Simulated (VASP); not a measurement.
# CuI (P4/nmm) in VASP: notebook

The runs below take CuI through single point, with PBE, r2SCAN.

Everything below comes from runs of VASP 6.6.1. Logs are shortened: lines on timing, memory, paths and dates and some standing lists are left out, and cuts for length are marked.

**1. The cell of the first run**

Symmetry: P4/nmm, No. 129, tetragonal system. The conventional cell has a = 4.055 Å, b = 4.055 Å, c = 6.666 Å, α = 90.00°, β = 90.00°, γ = 90.00°. Cu (site symmetry -4m2) has 4 I at 2.65 Å and 4 Cu at 2.87 Å within 3.5 Å. Within 3.5 Å of I (site symmetry 4mm) lie 4 Cu at 2.65 Å.

**2. Single point, PBE (uniaxial z strain +5.0%)**

Input file INCAR:

```
SYSTEM = CuI
PREC = Accurate
ENCUT = 520
EDIFF = 1E-6
ISMEAR = -1
SIGMA = 0.02
LREAL = .FALSE.
LASPH = .TRUE.
NELM = 100
ALGO = Normal
ISIF = 2
LWAVE = .FALSE.
LCHARG = .TRUE.
GGA = PE
LELF = .TRUE.
LVHAR = .TRUE.
NBANDS = 26
```

Input file KPOINTS:

```
Automatic mesh
0
G
  6 6 4
  0 0 0
```

Input file POSCAR:

```
CuI
1.0
    4.0551101088      0.0000000000      0.0000000000
    0.0000000000      4.0551101088      0.0000000000
    0.0000000000      0.0000000000      6.6655063414
Cu I
2 2
Direct
    0.5000000000      0.5000000000      0.0000000000
    0.0000000000      0.0000000000      0.0000000000
    0.5000000000      0.0000000000      0.2558269957
    0.0000000000      0.5000000000      0.7441730043
```

Potentials or basis: VASP PAW PBE potentials, release 64 (Cu, I).

The run is started by

```console
$ cat potpaw_PBE.64/Cu/POTCAR potpaw_PBE.64/I/POTCAR > POTCAR
$ mpirun -np 1 vasp_std > vasp.out
```

OUTCAR:

```text
SYSTEM = CuI
   PREC = Accurate
   ENCUT = 520
   EDIFF = 1E-6
   ISMEAR = -1
   LREAL = .FALSE.
   LASPH = .TRUE.
   NELM = 100
   ISIF = 2
   GGA = PE

 ion  position               nearest neighbor table
   1  0.500  0.500  0.000-   3 2.65   4 2.65   3 2.65   4 2.65
   2  0.000  0.000  0.000-   3 2.65   4 2.65   4 2.65   3 2.65
   3  0.500  0.000  0.256-   1 2.65   2 2.65   1 2.65   2 2.65
   4  0.000  0.500  0.744-   1 2.65   2 2.65   2 2.65   1 2.65

  LATTYP: Found a simple tetragonal cell.
 ALAT       =     4.0551101088
 C/A-ratio  =     1.6437300499

  Lattice vectors:

 A1 = (   4.0551101088,   0.0000000000,   0.0000000000)
 A2 = (   0.0000000000,   4.0551101088,   0.0000000000)
 A3 = (   0.0000000000,   0.0000000000,   6.6655063414)

Analysis of symmetry for initial positions (statically):
=====================================================================
 Subroutine PRICEL returns:
 Original cell was already a primitive cell.

 Routine SETGRP: Setting up the symmetry group for a
 simple tetragonal supercell.

 Subroutine GETGRP returns: Found 16 space group operations
 (whereof  8 operations were pure point group operations)
 out of a pool of 16 trial point group operations.

The static configuration has the point symmetry D_2d.
 The point group associated with its full space group is D_4h.

Analysis of symmetry for dynamics (positions and initial velocities):
=====================================================================
 Subroutine PRICEL returns:
 Original cell was already a primitive cell.

 Routine SETGRP: Setting up the symmetry group for a
 simple tetragonal supercell.

 Subroutine GETGRP returns: Found 16 space group operations
 (whereof  8 operations were pure point group operations)
 out of a pool of 16 trial point group operations.

The dynamic configuration has the point symmetry D_2d.
 The point group associated with its full space group is D_4h.

 Subroutine INISYM returns: Found 16 space group operations
 (whereof  8 operations are pure point group operations),
 and found     1 'primitive' translations

----------------------------------------------------------------------------------------

                                     Primitive cell

  volume of cell :     109.6070

  direct lattice vectors                    reciprocal lattice vectors
     4.055110109  0.000000000  0.000000000     0.246602428  0.000000000  0.000000000
     0.000000000  4.055110109  0.000000000     0.000000000  0.246602428  0.000000000
     0.000000000  0.000000000  6.665506341     0.000000000  0.000000000  0.150026112

  length of vectors
     4.055110109  4.055110109  6.665506341     0.246602428  0.246602428  0.150026112

  position of ions in fractional coordinates (direct lattice)
     0.500000000  0.500000000  0.000000000
     0.000000000  0.000000000  0.000000000
     0.500000000  0.000000000  0.255826996
     0.000000000  0.500000000  0.744173004

  ion indices of the primitive-cell ions
   primitive index   ion index
                 1           1
                 2           2
                 3           3
                 4           4

----------------------------------------------------------------------------------------

 KPOINTS: Automatic mesh

Automatic generation of k-mesh.
 Grid dimensions read from file:
 generate k-points for:    6    6    4

 Generating k-lattice:

  Cartesian coordinates                     Fractional coordinates (reciprocal lattice)
     0.041100405  0.000000000  0.000000000     0.166666667  0.000000000  0.000000000
     0.000000000  0.041100405  0.000000000     0.000000000  0.166666667  0.000000000
     0.000000000  0.000000000  0.037506528     0.000000000  0.000000000  0.250000000

  Length of vectors
     0.041100405  0.041100405  0.037506528

  Shift w.r.t. Gamma in fractional coordinates (k-lattice)
     0.000000000  0.000000000  0.000000000

 Subroutine IBZKPT returns following result:
 ===========================================

 Found     30 irreducible k-points:

 Following reciprocal coordinates:
            Coordinates               Weight
  0.000000  0.000000  0.000000      1.000000
  0.166667  0.000000  0.000000      4.000000
  0.333333  0.000000  0.000000      4.000000
  0.500000  0.000000  0.000000      2.000000
  0.166667  0.166667  0.000000      4.000000
  0.333333  0.166667  0.000000      8.000000
[... 16 lines left out ...]
  0.333333  0.000000  0.500000      4.000000
  0.500000  0.000000  0.500000      2.000000
 [... further k-points ...]
   k-points           NKPTS =     30   k-points in BZ     NKDIM =     30   number of bands    NBANDS=     26
   number of dos      NEDOS =    301   number of ions     NIONS =      4
   total plane-waves  NPLWV =  45000
   dimension x,y,z NGX =    30 NGY =   30 NGZ =   50
   dimension x,y,z NGXF=    60 NGYF=   60 NGZF=  100
   ions per type =               2   2
   NGX,Y,Z   is equivalent  to a cutoff of  12.30, 12.30, 12.47 a.u.
   NGXF,Y,Z  is equivalent  to a cutoff of  24.60, 24.60, 24.94 a.u.
 SYSTEM =  CuI
   PREC   = accura    normal or accurate (medium, high low for compatibility)
   ISTART =      0    job   : 0-new  1-cont  2-samecut
   ICHARG =      2    charge: 1-file 2-atom 10-const
   ISPIN  =      1    spin polarized calculation?
   LNONCOLLINEAR =      F non collinear calculations
   LSORBIT =      F    spin-orbit coupling
   LASPH  =      T    aspherical Exc in radial PAW
   ENCUT  =  520.0 eV  38.22 Ry    6.18 a.u.   7.54  7.54 12.39*2*pi/ulx,y,z
   NELM   =    100;   NELMIN=  2; NELMDL= -5     # of ELM steps
   EDIFF  = 0.1E-05   stopping-criterion for ELM
   LREAL  =      F    real-space projection
   EDIFFG = 0.1E-04   stopping-criterion for IOM
   NSW    =      0    number of steps for IOM
   IBRION =     -1    ionic relax: 0-MD 1-quasi-New 2-CG
   NFREE  =      0    steps in history (QN), initial steepest desc. (CG)
   ISIF   =      2    stress and relaxation
   ISYM   =      2    0-nonsym 1-usesym 2-fastsym
   POTIM  = 0.5000    time-step for ionic-motion
   TEBEG  =    0.0;   TEEND  =   0.0 temperature during run
   PSTRESS=    0.0 pullay stress
   NELECT =      36.0000    total number of electrons
   NUPDOWN=      -1.0000    fix difference up-down
   EMIN   =  10.00;   EMAX   =-10.00  energy-range for DOS
   EFERMI =   0.00;   METHOD = LEGACY
   ISMEAR =    -1;   SIGMA  =   0.02  broadening in eV -4-tet -1-fermi 0-gaus
   EFERMI_NEDOS =   21; number of points for ismear=-14 and -15
   IALGO  =     38    algorithm
   IMIX   =      4    mixing-type and parameters
     AMIX     =   0.40;   BMIX     =  1.00
     AMIX_MAG =   1.60;   BMIX_MAG =  1.00
  volume/ion in A,a.u.               =      27.40       184.92
  Fermi-wavevector in a.u.,A,eV,Ry     =   1.129526  2.134494 17.358703  1.275829
  Thomas-Fermi vector in A             =   2.266220
   LORBIT       =      0    0 simple, 1 ext, 2 COOP (PROOUT), +10 PAW based schemes
   GGA     = PE    functional components
   LHFCALC =     F    Hartree Fock is set to
   AEXX    =    0.0000 exact exchange contribution
   IVDW    =     0    specifies the selected vdW correction
   LEPSILON=     F    determine dielectric tensor
   LRPA    =     F    only Hartree local field effects (RPA)
 non-spin polarized calculation
  energy-cutoff  :      520.00
  volume of cell :      109.61
 maximum number of plane-waves:      2977
   NGX = 15   NGY = 15   NGZ = 25

 number of electron      35.9999996 magnetization

 Free energy of the ion-electron system (eV)
  ---------------------------------------------------
  ext. energy  EPLUGINS =         0.00000000
  ---------------------------------------------------
  free energy    TOTEN  =       -11.08003722 eV

  energy without entropy =      -11.08003722  energy(sigma->0) =      -11.08003722

 E-fermi :   4.8113     XC(G=0):  -8.9696

 val. band max:        4.4122165587   @ k =   0.0000   0.0000   0.0000
 cond. band min:       6.0361781312   @ k =   0.0000   0.0000   0.0000
 fundamental gap:      1.6239615725
 Fermi energy:         4.8112862575

 k-point     1 :       0.0000    0.0000    0.0000
  band No.  band energies     occupation
      1      -9.4881      2.00000
      2      -8.8283      2.00000
      3      -1.4104      2.00000
      4       0.6074      2.00000
      5       0.8576      2.00000
      6       0.8576      2.00000
[... 18 lines left out ...]
     25      12.6182      0.00000
     26      13.2305      0.00000

 k-point     2 :       0.1667    0.0000    0.0000
  band No.  band energies     occupation
      1      -9.3842      2.00000
      2      -8.7986      2.00000
      3      -1.2352      2.00000
      4       0.4991      2.00000
      5       0.5358      2.00000
      6       0.7904      2.00000
[... 18 lines left out ...]
     25      12.3388      0.00000
     26      12.9524      0.00000

 k-point     3 :       0.3333    0.0000    0.0000
  band No.  band energies     occupation
      1      -9.1287      2.00000
      2      -8.7721      2.00000
      3      -0.8424      2.00000
      4      -0.3433      2.00000
      5      -0.0260      2.00000
      6       0.6188      2.00000
[... 18 lines left out ...]
     25      11.4708      0.00000
     26      11.8739      0.00000

 k-point     4 :       0.5000    0.0000    0.0000
  band No.  band energies     occupation
      1      -8.8760      2.00000
      2      -8.8760      2.00000
      3      -0.7618      2.00000
      4      -0.7618      2.00000
      5       0.2076      2.00000
      6       0.2076      2.00000
[... 18 lines left out ...]
     25      10.9973      0.00000
     26      10.9973      0.00000
[... 496 lines left out ...]
      1      -9.2355      2.00000
      2      -8.9772      2.00000
      3      -0.7986      2.00000
      4      -0.1295      2.00000
      5       0.5889      2.00000
      6       0.8156      2.00000
[... 18 lines left out ...]
     25      10.5850      0.00000
     26      12.6173      0.00000

 k-point    23 :       0.3333    0.0000    0.5000
  band No.  band energies     occupation
      1      -9.0312      2.00000
      2      -8.8755      2.00000
      3      -1.0062      2.00000
      4      -0.6838      2.00000
      5       0.5210      2.00000
      6       0.7118      2.00000
[... 18 lines left out ...]
     25      11.7865      0.00000
     26      12.1099      0.00000

 k-point    24 :       0.5000    0.0000    0.5000
  band No.  band energies     occupation
      1      -8.8715      2.00000
      2      -8.8715      2.00000
      3      -1.1281      2.00000
      4      -1.1281      2.00000
      5       0.6879      2.00000
      6       0.6879      2.00000
[... 18 lines left out ...]
     25      12.4117      0.00000
     26      12.4117      0.00000

 [... further k-points ...]
[... 5 lines left out ...]
  --------------------------------------------------------------------------------------
  -------------------------------------------------------------------------------------
  Total        1.1285353      1.1285353      1.0073027      0.0000000      0.0000000      0.0000000
  in kB       16.4963284     16.4963284     14.7242139      0.0000000      0.0000000      0.0000000
  external PRESSURE =      15.9056236 kB  Pullay stress =       0.0000000 kB

 VOLUME and BASIS-vectors are now :
 -----------------------------------------------------------------------------
  energy-cutoff  :      520.00
  volume of cell :      109.61
      direct lattice vectors                 reciprocal lattice vectors
     4.055110109  0.000000000  0.000000000     0.246602428  0.000000000  0.000000000
     0.000000000  4.055110109  0.000000000     0.000000000  0.246602428  0.000000000
     0.000000000  0.000000000  6.665506341     0.000000000  0.000000000  0.150026112

 POSITION                                       TOTAL-FORCE (eV/Angst)
 -----------------------------------------------------------------------------------
      2.02756      2.02756      0.00000         0.000000      0.000000      0.000000
      0.00000      0.00000      0.00000         0.000000     -0.000000      0.000000
      2.02756      0.00000      1.70522         0.000000     -0.000000      0.141899
      0.00000      2.02756      4.96029         0.000000      0.000000     -0.141899
 -----------------------------------------------------------------------------------
    total drift:                                0.000000      0.000000      0.000000

  FREE ENERGIE OF THE ION-ELECTRON SYSTEM (eV)
  ---------------------------------------------------
  free  energy   TOTEN  =       -11.0800372188 eV

  energy  without entropy=      -11.0800372188  energy(sigma->0) =      -11.08003722
```

Wall time 74 s (1 thread of Intel Xeon Platinum 8488C (Sapphire Rapids), shared host); peak memory 0.24 GiB.

Results:

```
Free energy            : -11.0800 eV
Pressure               : 1.6 GPa
Largest force          : 0.142 eV/Å
Band gap on the k mesh : 1.62 eV
```

Forces on the atoms (eV/Å):
```
Cu   0.000  0.000  0.000
Cu   0.000  0.000  0.000
I    0.000  0.000  0.142
I    0.000  0.000 -0.142
```

Caveat: the cell differs from its parent crystal (uniaxial z strain +5.0%); spin-orbit coupling is left out, which moves the levels of the heavy elements; this functional lacks dispersion, which binds layers or chains, so the pressure and a relaxed spacing across them are unreliable.

**3. Single point, r2SCAN (uniaxial z strain +5.0%)**

POSCAR is that of step 2.

Input file INCAR.step1:

```
  ALGO = Normal
  EDIFF = 1E-4
  ENCUT = 520
  GGA = PE
  ISMEAR = 0
  LASPH = True
  LCHARG = False
  LREAL = False
  LWAVE = True
  NBANDS = 26
  NELM = 100
  PREC = Accurate
  SIGMA = 0.01
```

Input file INCAR.step2:

```
  ALGO = Normal
  EDIFF = 1E-7
  ENCUT = 520
  ISIF = 2
  ISMEAR = 0
  ISTART = 1
  LASPH = True
  LCHARG = False
  LMIXTAU = True
  LREAL = False
  LWAVE = False
  METAGGA = R2SCAN
  NBANDS = 26
  NELM = 100
  PREC = Accurate
  SIGMA = 0.01
```

Input file KPOINTS:

```
k-points
0
Gamma
  6 6 4
```

Potentials or basis: VASP PAW PBE potentials, release 64 (Cu, I).

The run is started by

```console
$ cat potpaw_PBE.64/Cu/POTCAR potpaw_PBE.64/I/POTCAR > POTCAR
$ cp INCAR.step1 INCAR
$ mpirun -np 1 vasp_std > vasp.out
$ cp INCAR.step2 INCAR
$ mpirun -np 1 vasp_std > vasp.out
```

Run time: 5.2 min. Hardware: 1 thread of Intel Xeon Platinum 8488C (Sapphire Rapids), shared host; peak memory 0.25 GiB.

The run converged. Its results:

```
Free energy            : -71.5615 eV
Pressure               : 0.4 GPa
Largest force          : 0.005 eV/Å
Band gap on the k mesh : 2.08 eV
```

Forces on the atoms (eV/Å):
```
Cu   0.000  0.000  0.000
Cu   0.000  0.000  0.000
I    0.000  0.000 -0.005
I    0.000  0.000  0.005
```

Stress tensor (GPa, compression positive):
```
0.52 0.00 0.00
0.00 0.52 0.00
0.00 0.00 0.12
```

Levels at points of the mesh, in eV from the valence-band top:
| k point | band 16 | band 17 | band 18 | band 19 | band 20 | band 21 |
| --- | --- | --- | --- | --- | --- | --- |
| (0.00, 0.00, 0.00) | -0.85 | 0.00 | 0.00 | 2.08 | 3.58 | 3.78 |
| (0.50, 0.00, 0.00) | -1.09 | -0.45 | -0.45 | 4.04 | 4.04 | 5.38 |
| (0.50, 0.50, 0.00) | -1.66 | -1.03 | -1.03 | 3.00 | 3.00 | 3.11 |
| (0.00, 0.00, 0.50) | -1.13 | -0.25 | -0.25 | 3.64 | 3.77 | 3.97 |
| (0.50, 0.00, 0.50) | -0.76 | -0.43 | -0.43 | 2.67 | 2.67 | 5.56 |
| (0.50, 0.50, 0.50) | -1.66 | -0.96 | -0.96 | 4.24 | 4.24 | 4.36 |

Caveat: the cell differs from its parent crystal (uniaxial z strain +5.0%); the PAW data sets were made with another functional, which shifts forces and pressure a little; spin-orbit coupling is left out, which moves the levels of the heavy elements.
